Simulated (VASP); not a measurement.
# KTe4 (R-3m) in VASP: further runs

KTe4 is run at these levels: PBE; tasks: single point, relaxation of cell and atoms.

All numbers are computed with VASP 6.6.1; they aren't measurements. Logs are shortened: lines on timing, memory, paths and dates and some standing lists are left out, and cuts for length are marked.

## 1. The cell of the first run

Symmetry: R-3m, No. 166, trigonal system. The conventional cell has a = 5.680 Å, b = 5.680 Å, c = 17.615 Å, α = 90.00°, β = 90.00°, γ = 120.00°. K (site symmetry -3m) has 14 Te at 3.61 to 3.94 Å within 4.7 Å. Te (site symmetry 3m) has 10 Te at 3.31 to 4.08 Å and 4 K at 3.81 to 3.94 Å within 4.4 Å. Te (site symmetry 3m) has 5 Te at 2.86 to 3.44 Å and 3 K at 3.61 Å within 3.8 Å.

## 2. Single point, PBE

Contents of INCAR:

```
PREC = Accurate
ENCUT = 520
EDIFF = 1E-6
ISMEAR = 0
SIGMA = 0.1
LREAL = F
LASPH = T
NELM = 100
ALGO = Normal
ISIF = 2
LWAVE = F
LCHARG = T
GGA = PE
LELF = T
LVHAR = T
NBANDS = 24
```

Contents of KPOINTS:

```
Automatic mesh
0
Gamma
  12 12 12
```

Contents of POSCAR:

```
KTe4
1.0
    2.8401186967      1.6397432941      5.8716219584
   -2.8401186967      1.6397432941      5.8716219584
    0.0000000000     -3.2794865881      5.8716219584
K Te
1 4
Direct
    0.5000000000      0.5000000000      0.5000000000
    0.2765885362      0.2765885362      0.2765885362
    0.0812210446      0.0812210446      0.0812210446
    0.9187789554      0.9187789554      0.9187789554
    0.7234114638      0.7234114638      0.7234114638
```

Potentials or basis: VASP PAW PBE potentials, release 64 (K_sv, Te).

Run with:

```console
cat potpaw_PBE.64/K_sv/POTCAR potpaw_PBE.64/Te/POTCAR > POTCAR
mpirun -np 1 vasp_std > vasp.out
```

OUTCAR:

```text
PREC = Accurate
   ENCUT = 520
   EDIFF = 1E-6
   ISMEAR = 0
   LREAL = F
   LASPH = T
   NELM = 100
   ISIF = 2
   GGA = PE

 ion  position               nearest neighbor table
   1  0.500  0.500  0.500-   3 3.61   3 3.61   4 3.61   4 3.61   3 3.61   4 3.61
   2  0.277  0.277  0.277-   4 3.31   4 3.31   4 3.31   3 3.44
   3  0.081  0.081  0.081-   4 2.86   5 3.31   5 3.31   5 3.31   2 3.44   1 3.61   1 3.61   1 3.61

   4  0.919  0.919  0.919-   3 2.86   2 3.31   2 3.31   2 3.31   5 3.44   1 3.61   1 3.61   1 3.61

   5  0.723  0.723  0.723-   3 3.31   3 3.31   3 3.31   4 3.44

  LATTYP: Found a trigonal (rhomboedric) cell.
 ALAT       =     6.7253978845
 COS(alpha) =     0.6433296471

  Lattice vectors:

 A1 = (   2.8401186967,   1.6397432941,   5.8716219584)
 A2 = (  -2.8401186967,   1.6397432941,   5.8716219584)
 A3 = (   0.0000000000,  -3.2794865881,   5.8716219584)

Analysis of symmetry for initial positions (statically):
=====================================================================
 Subroutine PRICEL returns:
 Original cell was already a primitive cell.

 Routine SETGRP: Setting up the symmetry group for a
 trigonal (rhombohedral) supercell.

 Subroutine GETGRP returns: Found 12 space group operations
 (whereof 12 operations were pure point group operations)
 out of a pool of 12 trial point group operations.

The static configuration has the point symmetry D_3d.

Analysis of symmetry for dynamics (positions and initial velocities):
=====================================================================
 Subroutine PRICEL returns:
 Original cell was already a primitive cell.

 Routine SETGRP: Setting up the symmetry group for a
 trigonal (rhombohedral) supercell.

 Subroutine GETGRP returns: Found 12 space group operations
 (whereof 12 operations were pure point group operations)
 out of a pool of 12 trial point group operations.

The dynamic configuration has the point symmetry D_3d.

 Subroutine INISYM returns: Found 12 space group operations
 (whereof 12 operations are pure point group operations),
 and found     1 'primitive' translations

----------------------------------------------------------------------------------------

                                     Primitive cell
[... 94 lines left out ...]
   LASPH  =      T    aspherical Exc in radial PAW
   ENCUT  =  520.0 eV  38.22 Ry    6.18 a.u.  12.50 12.50 12.50*2*pi/ulx,y,z
   NELM   =    100;   NELMIN=  2; NELMDL= -5     # of ELM steps
   EDIFF  = 0.1E-05   stopping-criterion for ELM
   LREAL  =      F    real-space projection
   EDIFFG = 0.1E-04   stopping-criterion for IOM
   NSW    =      0    number of steps for IOM
   IBRION =     -1    ionic relax: 0-MD 1-quasi-New 2-CG
   NFREE  =      0    steps in history (QN), initial steepest desc. (CG)
   ISIF   =      2    stress and relaxation
   ISYM   =      2    0-nonsym 1-usesym 2-fastsym
   POTIM  = 0.5000    time-step for ionic-motion
   TEBEG  =    0.0;   TEEND  =   0.0 temperature during run
   PSTRESS=    0.0 pullay stress
   NELECT =      33.0000    total number of electrons
   NUPDOWN=      -1.0000    fix difference up-down
   EMIN   =  10.00;   EMAX   =-10.00  energy-range for DOS
   EFERMI =   0.00;   METHOD = LEGACY
   ISMEAR =     0;   SIGMA  =   0.10  broadening in eV -4-tet -1-fermi 0-gaus
   EFERMI_NEDOS =   21; number of points for ismear=-14 and -15
   IALGO  =     38    algorithm
   IMIX   =      4    mixing-type and parameters
     AMIX     =   0.40;   BMIX     =  1.00
     AMIX_MAG =   1.60;   BMIX_MAG =  1.00
  volume/ion in A,a.u.               =      32.81       221.44
  Fermi-wavevector in a.u.,A,eV,Ry     =   0.959192  1.812610 12.518032  0.920049
  Thomas-Fermi vector in A             =   2.088366
   LORBIT       =      0    0 simple, 1 ext, 2 COOP (PROOUT), +10 PAW based schemes
   GGA     = PE    functional components
   LHFCALC =     F    Hartree Fock is set to
   AEXX    =    0.0000 exact exchange contribution
   IVDW    =     0    specifies the selected vdW correction
   LEPSILON=     F    determine dielectric tensor
   LRPA    =     F    only Hartree local field effects (RPA)
 non-spin polarized calculation
 Gauss-broadening in eV      SIGMA  =   0.10
  energy-cutoff  :      520.00
  volume of cell :      164.07
 maximum number of plane-waves:      4462
   NGX = 25   NGY = 25   NGZ = 25

 number of electron      32.9999999 magnetization

 Free energy of the ion-electron system (eV)
  ---------------------------------------------------
  ext. energy  EPLUGINS =         0.00000000
  ---------------------------------------------------
  free energy    TOTEN  =       -14.25944652 eV

  energy without entropy =      -14.24626648  energy(sigma->0) =      -14.25285650

 E-fermi :   5.0835     XC(G=0):  -9.0453

 val. band max:        5.0834681737   @ k =  -0.4167   0.1667   0.1667
 cond. band min:       5.0888922154   @ k =   0.3333   0.1667   0.1667
 fundamental gap:      0.0054240418
 Fermi energy:         5.0834752119

 k-point     1 :       0.0000    0.0000    0.0000
  band No.  band energies     occupation
      1     -25.2549      2.00000
      2      -8.7914      2.00000
      3      -8.7914      2.00000
      4      -8.7779      2.00000
      5      -7.8143      2.00000
      6      -5.6501      2.00000
[... 637 lines left out ...]
     23      10.4880      0.00000
     24      10.8906      0.00000

 [... further k-points ...]

------------------------ aborting loop because EDIFF is reached ----------------------------------------

  FORCE on cell =-STRESS in cart. coord.  units (eV):
  Direction    XX          YY          ZZ          XY          YZ          ZX
  --------------------------------------------------------------------------------------
  -------------------------------------------------------------------------------------
  Total        0.0006306      0.0006306      0.0162436      0.0000000      0.0000000     -0.0000000
  in kB        0.0061583      0.0061583      0.1586246      0.0000000      0.0000000     -0.0000000
  external PRESSURE =       0.0569804 kB  Pullay stress =       0.0000000 kB

 VOLUME and BASIS-vectors are now :
 -----------------------------------------------------------------------------
  energy-cutoff  :      520.00
  volume of cell :      164.07
      direct lattice vectors                 reciprocal lattice vectors
     2.840118697  1.639743294  5.871621958     0.176048980  0.101641926  0.056770231
    -2.840118697  1.639743294  5.871621958    -0.176048980  0.101641926  0.056770231
     0.000000000 -3.279486588  5.871621958     0.000000000 -0.203283852  0.056770231

 POSITION                                       TOTAL-FORCE (eV/Angst)
 -----------------------------------------------------------------------------------
      0.00000      0.00000      8.80743         0.000000     -0.000000     -0.000000
      0.00000      0.00000      4.87207        -0.000000     -0.000000     -0.000532
      0.00000      0.00000      1.43070        -0.000000      0.000000      0.002553
      0.00000      0.00000     16.18417        -0.000000     -0.000000     -0.002553
      0.00000      0.00000     12.74280        -0.000000      0.000000      0.000532
 -----------------------------------------------------------------------------------
    total drift:                                0.000000      0.000000      0.000000

  FREE ENERGIE OF THE ION-ELECTRON SYSTEM (eV)
  ---------------------------------------------------
  free  energy   TOTEN  =       -14.2594465169 eV

  energy  without entropy=      -14.2462664808  energy(sigma->0) =      -14.25285650
```

Wall time 9.6 min (1 thread of Intel Xeon Platinum 8559C (Emerald Rapids), shared host); peak memory 0.8 GiB.

What came out:

```yaml
Free_energy: -14.2594 eV
Pressure: 0.0 GPa
```

Forces on the atoms (eV/Å):
```
K    0.000  0.000  0.000
Te   0.000  0.000 -0.001
Te   0.000  0.000  0.003
Te   0.000  0.000 -0.003
Te   0.000  0.000  0.001
```

Levels at points of the mesh, in eV from the Fermi level:
| k point | band 14 | band 15 | band 16 | band 17 | band 18 | band 19 | band 20 | band 21 |
| --- | --- | --- | --- | --- | --- | --- | --- | --- |
| (0.00, 0.00, 0.00) | -1.51 | -0.92 | -0.92 | -0.26 | 0.06 | 0.06 | 2.28 | 4.55 |
| (0.50, 0.00, 0.00) | -2.16 | -0.60 | 0.18 | 0.44 | 0.55 | 1.40 | 1.79 | 3.94 |
| (0.50, 0.50, 0.00) | -2.01 | -0.63 | -0.18 | 0.03 | 0.59 | 0.80 | 1.80 | 3.94 |
| (0.50, 0.50, 0.50) | -1.96 | -1.76 | -0.87 | -0.87 | 0.52 | 0.52 | 0.98 | 3.77 |

Caveat: spin-orbit coupling is left out, which moves the levels of the heavy elements.

## 3. Single point, PBE

This run uses another cell than the first one, of 32.96 Å³/atom, 1.004 times its volume.

Contents of INCAR:

```
SYSTEM = KTe4
PREC = Accurate
ENCUT = 520
EDIFF = 1E-6
ISMEAR = 0
SIGMA = 0.1
LREAL = .False.
LASPH = .True.
NELM = 100
ALGO = Normal
ISIF = 2
LWAVE = .False.
LCHARG = .False.
GGA = PE
NBANDS = 24
```

Contents of KPOINTS:

```
Automatic mesh
0
Gamma
  6 6 6
  0 0 0
```

Contents of POSCAR:

```
KTe4
1.0
    2.8439079268      1.6419310070      5.8820227806
   -2.8439079268      1.6419310070      5.8820227806
    0.0000000000     -3.2838620142      5.8820227806
K Te
1 4
Direct
    0.5000000000      0.5000000000      0.5000000000
    0.2786466327      0.2786466327      0.2786466327
    0.0806746448      0.0806746448      0.0806746448
    0.9193253552      0.9193253552      0.9193253552
    0.7213533673      0.7213533673      0.7213533673
```

Potentials or basis: VASP PAW PBE potentials, release 64 (K_sv, Te).

Run with:

```console
cat potpaw_PBE.64/K_sv/POTCAR potpaw_PBE.64/Te/POTCAR > POTCAR
mpirun -np 1 vasp_std > vasp.out
```

OUTCAR:

```text
SYSTEM = KTe4
   PREC = Accurate
   ENCUT = 520
   EDIFF = 1E-6
   ISMEAR = 0
   LREAL = .False.
   LASPH = .True.
   NELM = 100
   ISIF = 2
   GGA = PE

 ion  position               nearest neighbor table
   1  0.500  0.500  0.500-   3 3.62   4 3.62   3 3.62   3 3.62   4 3.62   4 3.62
   2  0.279  0.279  0.279-   4 3.32   4 3.32   4 3.32   3 3.49
   3  0.081  0.081  0.081-   4 2.85   5 3.32   5 3.32   5 3.32   2 3.49   1 3.62   1 3.62   1 3.62

   4  0.919  0.919  0.919-   3 2.85   2 3.32   2 3.32   2 3.32   5 3.49   1 3.62   1 3.62   1 3.62

   5  0.721  0.721  0.721-   3 3.32   3 3.32   3 3.32   4 3.49
[... 853 lines left out ...]
  -------------------------------------------------------------------------------------
  Total       -0.1327474     -0.1327474     -0.1367682      0.0000000      0.0000000      0.0000000
  in kB       -1.2905901     -1.2905901     -1.3296806      0.0000000      0.0000000      0.0000000
  external PRESSURE =      -1.3036203 kB  Pullay stress =       0.0000000 kB

 VOLUME and BASIS-vectors are now :
 -----------------------------------------------------------------------------
  energy-cutoff  :      520.00
  volume of cell :      164.80
      direct lattice vectors                 reciprocal lattice vectors
     2.843907927  1.641931007  5.882022781     0.175814412  0.101506498  0.056669847
    -2.843907927  1.641931007  5.882022781    -0.175814412  0.101506498  0.056669847
     0.000000000 -3.283862014  5.882022781     0.000000000 -0.203012996  0.056669847

 POSITION                                       TOTAL-FORCE (eV/Angst)
 -----------------------------------------------------------------------------------
      0.00000     -0.00000      8.82303         0.000000     -0.000000      0.000000
      0.00000     -0.00000      4.91702        -0.000000      0.000000     -0.028001
      0.00000     -0.00000      1.42359        -0.000000      0.000000     -0.018884
      0.00000     -0.00000     16.22248        -0.000000     -0.000000      0.018884
      0.00000     -0.00000     12.72905        -0.000000     -0.000000      0.028001
 -----------------------------------------------------------------------------------
    total drift:                               -0.000000      0.000000      0.000000

  FREE ENERGIE OF THE ION-ELECTRON SYSTEM (eV)
  ---------------------------------------------------
  free  energy   TOTEN  =       -14.2502404484 eV

  energy  without entropy=      -14.2346826225  energy(sigma->0) =      -14.24246154
```

It took 1.7 min on 1 thread of Intel Xeon Platinum 8559C (Emerald Rapids), shared host; peak memory 0.39 GiB.

Results:

```
Free energy   : -14.2502 eV
Pressure      : -0.1 GPa
Largest force : 0.028 eV/Å
```

Forces on the atoms (eV/Å):
```
K    0.000  0.000  0.000
Te   0.000  0.000 -0.028
Te   0.000  0.000 -0.019
Te   0.000  0.000  0.019
Te   0.000  0.000  0.028
```

Levels at points of the mesh, in eV from the Fermi level:
```csv
k point,band 15,band 16,band 17,band 18,band 19,band 20
"(0.00, 0.00, 0.00)",-0.92,-0.92,-0.29,0.18,0.18,2.32
"(0.50, 0.00, 0.00)",-0.60,0.21,0.49,0.61,1.41,1.81
"(0.50, 0.50, 0.00)",-0.60,-0.10,0.06,0.57,0.86,1.81
"(0.50, 0.50, 0.50)",-1.70,-0.83,-0.83,0.61,0.61,0.93
```

Caveat: spin-orbit coupling is left out, which moves the levels of the heavy elements.

## 4. Relaxation of cell and atoms, PBE

This run uses another cell than the first one, of 32.02 Å³/atom, 0.976 times its volume.

Contents of INCAR:

```
SYSTEM = KTe4
PREC     = Accurate       ! precision mode
ENCUT    = 600            ! plane-wave cutoff, eV
EDIFF    = 1E-6           ! SCF threshold, eV
ISMEAR   = 0              ! smearing method
SIGMA    = 0.1            ! smearing width, eV
LREAL    = .False.        ! projectors in reciprocal space
LASPH    = .True.         ! aspherical terms in the spheres
NELM     = 100            ! most SCF steps
ALGO     = Normal         ! electronic algorithm
ISIF     = 3              ! what is computed and relaxed
LWAVE    = .False.        ! write WAVECAR
LCHARG   = .False.        ! write CHGCAR
GGA      = PE             ! functional
IBRION   = 2              ! ionic algorithm
NSW      = 90             ! ionic steps
EDIFFG   = -0.04          ! ionic threshold
```

Contents of KPOINTS:

```
regular mesh
0
Gamma
  6 6 6
  0 0 0
```

Contents of POSCAR:

```
KTe4
1.0
    2.8617031264      1.6522050703      5.6426757056
   -2.8617031264      1.6522050703      5.6426757056
    0.0000000000     -3.3044101407      5.6426757056
K Te
1 4
Direct
    0.5000000000      0.5000000000      0.5000000000
    0.2936168310      0.2936168310      0.2936168310
    0.0830695932      0.0830695932      0.0830695932
    0.9169304068      0.9169304068      0.9169304068
    0.7063831690      0.7063831690      0.7063831690
```

Run with:

```console
cat potpaw_PBE.64/K_sv/POTCAR potpaw_PBE.64/Te/POTCAR > POTCAR
mpirun -np 1 vasp_std > vasp.out
```

Run time: 20 min. Hardware: 1 thread of Intel Xeon Platinum 8559C (Emerald Rapids), shared host; peak memory 0.51 GiB.

It converged, with:

| Quantity | Value |
| --- | --- |
| Free energy | -14.2483 eV |
| Relaxed volume | 32.68 Å³/atom |
| Relaxed cell | a = 6.712 Å, b = 6.712 Å, c = 6.712 Å, α = 50.02°, β = 50.02°, γ = 50.02° |
| Space group after relaxing (to 0.05 Å) | R-3m (No. 166) |
| Energy gained by relaxing | 23.7 meV/atom |
| Ionic steps | 16 |
| Pressure after relaxing | 0.0 GPa |
| Largest force after relaxing | 0.039 eV/Å |

Forces on the atoms (eV/Å):
```
K    0.000  0.000  0.000
Te   0.000  0.000 -0.039
Te   0.000  0.000 -0.031
Te   0.000  0.000  0.031
Te   0.000  0.000  0.039
```

Step by step:
```tsv
step	energy change (eV)	largest force (eV/Å)	pressure (GPa)	volume (Å³)
1	0.0000	0.3758	0.11	160.08
2	-0.0259	0.3426	-0.09	160.58
3	-0.0365	0.3360	-0.24	161.15
4	-0.0589	0.2951	0.09	160.47
5	-0.0862	0.1701	1.04	158.66
6	-0.1004	0.1333	0.74	160.38
7	-0.1125	0.1621	0.20	163.95
8	-0.1126	0.1657	0.16	164.28
9	-0.1146	0.0951	0.02	164.53
10	-0.1154	0.0519	-0.14	164.84
11	-0.1168	0.0501	-0.08	164.38
12	-0.1177	0.0480	0.04	163.49
13	-0.1177	0.0483	0.03	163.58
14	-0.1181	0.0466	0.00	163.59
15	-0.1183	0.0449	-0.04	163.60
16	-0.1186	0.0390	0.00	163.41
```

Final structure:
```xyz
5
Lattice="2.8377 1.6383 5.8583 -2.8377 1.6383 5.8583 0.0000 -3.2767 5.8583" Properties=species:S:1:pos:R:3 pbc="T T T"
K     0.0000    0.0000    8.7874
Te    0.0000    0.0000    4.9370
Te    0.0000    0.0000    1.4213
Te    0.0000    0.0000   16.1534
Te    0.0000    0.0000   12.6378
```

Levels at points of the mesh, in eV from the Fermi level:
| k point | band 15 | band 16 | band 17 | band 18 | band 19 | band 20 |
| --- | --- | --- | --- | --- | --- | --- |
| (0.00, 0.00, 0.00) | -1.00 | -1.00 | -0.33 | 0.25 | 0.25 | 2.33 |
| (0.50, 0.00, 0.00) | -0.66 | 0.17 | 0.52 | 0.66 | 1.37 | 1.79 |
| (0.50, 0.50, 0.00) | -0.62 | -0.07 | 0.04 | 0.49 | 0.86 | 1.78 |
| (0.50, 0.50, 0.50) | -1.72 | -0.86 | -0.86 | 0.67 | 0.67 | 0.80 |

Caveat: spin-orbit coupling is left out, which moves the levels of the heavy elements.

## 5. Summary

```tsv
task	cell	k mesh	cutoff (eV)	gap on the mesh (eV)	pressure (GPa)	largest force (eV/Å)
single point	a = 6.725 Å, angles 50.0°, 5 atoms	12 × 12 × 12	520	none	0.0	-
single point	a = 6.737 Å, angles 49.9°, 5 atoms	6 × 6 × 6	520	none	-0.1	0.03
relaxation of cell and atoms	relaxed from a = 6.539 Å, angles 51.9°, 5 atoms	6 × 6 × 6	600	none	0.0	0.04
```

Alike in all rows: level PBE; potentials or basis VASP PAW PBE potentials, release 64 (K_sv, Te); no spin polarisation; smearing gaussian 0.1 eV.

Caveats: spin-orbit coupling is left out, which moves the levels of the heavy elements.

Total energies depend on the potentials used, so only differences within one code and one set of settings carry meaning.
